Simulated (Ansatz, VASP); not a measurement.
# CoW3 in VASP and in Ansatz

File INCAR:

```
PREC = Accurate
ENCUT = 520
EDIFF = 1E-6
ISMEAR = 0
SIGMA = 0.15
LREAL = False
LASPH = True
NELM = 80
ALGO = Fast
ISIF = 2
LWAVE = False
LCHARG = False
GGA = PS
NBANDS = 34
```

Contents of KPOINTS:

```
regular mesh
0
Gamma
  12 12 12
```

POSCAR

```
CoW3
1.0
    3.6653327280      0.0000000000      0.0000000000
    0.0000000000      3.6653327280      0.0000000000
    0.0000000000      0.0000000000      3.8582449768
Co W
1 3
Direct
    0.0000000000      0.0000000000      0.0000000000
    0.0000000000      0.5000000000      0.5000000000
    0.5000000000      0.0000000000      0.5000000000
    0.5000000000      0.5000000000      0.0000000000
```

Input for Ansatz:

```yaml
crystal:
  lattice:
    - [3.665332728, 0.0, 0.0]
    - [0.0, 3.665332728, 0.0]
    - [0.0, 0.0, 3.8582449768]
  atoms:
    - { symbol: Co, position: [0.0, 0.0, 0.0] }
    - { symbol: W, position: [0.0, 0.5, 0.5] }
    - { symbol: W, position: [0.5, 0.0, 0.5] }
    - { symbol: W, position: [0.5, 0.5, 0.0] }
basis:
  ecutwfc: 420
kpoints:
  mp_grid: { grid: [12, 12, 12] }
hamiltonian:
  xc: pbesol
scf:
  occupations: { method: gaussian, width: 0.15 }
output:
  forces: true
  stress: true
  eigenvalues: true
```

Change from the starting cell: strain -0.050 along x and y, +0.000 along z, atoms carried along.

Alike in both runs: task single point; functional PBEsol; k mesh 12 × 12 × 12; occupations gaussian, width 0.15 eV; no spin polarisation.

|  | VASP | Ansatz |
| --- | --- | --- |
| version | VASP 6.6.1 | Ansatz 0.2.0 |
| potentials or method | VASP PAW PBE potentials, release 64 (Co, W_sv), cutoff 520 eV | scalar-relativistic, plane waves, PAW |
| valence electrons in the cell | 51 | 59 |

Ansatz gave:

```
gap on the k mesh at the Fermi level (eV)                     : none
pressure (GPa)                                                : 38.2
traceless stress, the component that is largest in VASP (GPa) : -2.83
```

Problem. Estimate VASP's values.

Solution. gap on the k mesh at the Fermi level (eV): none; pressure (GPa): 39.6; traceless stress, the component that is largest in VASP (GPa): -2.75.

VASP's potentials were made for PBE, not for PBEsol. A gap of «none» marks a metal or a gap that the smearing closes. Both programs put the cell under a high pressure, so it lies far from rest at this level. The functional is the same, so the differences come from potentials, cutoffs and numerics. VASP's potentials hold 51 valence electrons a cell and Ansatz's 59, so a difference there can come from the potentials and not from the codes.

Spin-orbit coupling is off throughout.
